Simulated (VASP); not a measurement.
Au, 3 atoms in the cell. It takes space group P6/mmm (No. 191, hexagonal). The conventional cell has a = 4.419 Å, b = 4.419 Å, c = 2.640 Å, α = 90.00°, β = 90.00°, γ = 120.00°. Au (site symmetry 6/mmm) has 14 Au at 2.64 to 2.87 Å within 3.5 Å. Within 3.4 Å of Au (site symmetry -6m2) lie 11 Au at 2.55 to 2.87 Å. This isn't the form of Au at room conditions, which is fcc.

| Item | Value |
| --- | --- |
| Program | VASP 6.6.1 |
| Task | single point |
| Functional | LDA |
| Potentials or basis | VASP PAW LDA potentials, release 64 (Au) |
| Cutoff | 520 eV |
| k mesh | 11 × 11 × 15 |
| Occupations | fermi-dirac, width 0.1 eV |
| Spin | no spin polarisation |
| Dipole correction | no |
| Further INCAR settings | ALGO = Normal; EDIFF = 1e-06; NBANDS = 24 |

Potentials or basis: VASP PAW LDA potentials, release 64 (Au).

Command:

```console
$ cat potpaw_LDA.64/Au/POTCAR > POTCAR
$ mpirun -np 1 vasp_std > vasp.out
```

Hardware: 1 thread of Intel(R) Xeon(R) 6975P-C (Granite Rapids) (shared host).

Question: How long does it take, and how much memory?

Answer: Run time: 37 s on 1 thread of Intel(R) Xeon(R) 6975P-C (Granite Rapids) (shared host), peak memory 0.22 GiB. Counts: scf iterations 12, k points 128.
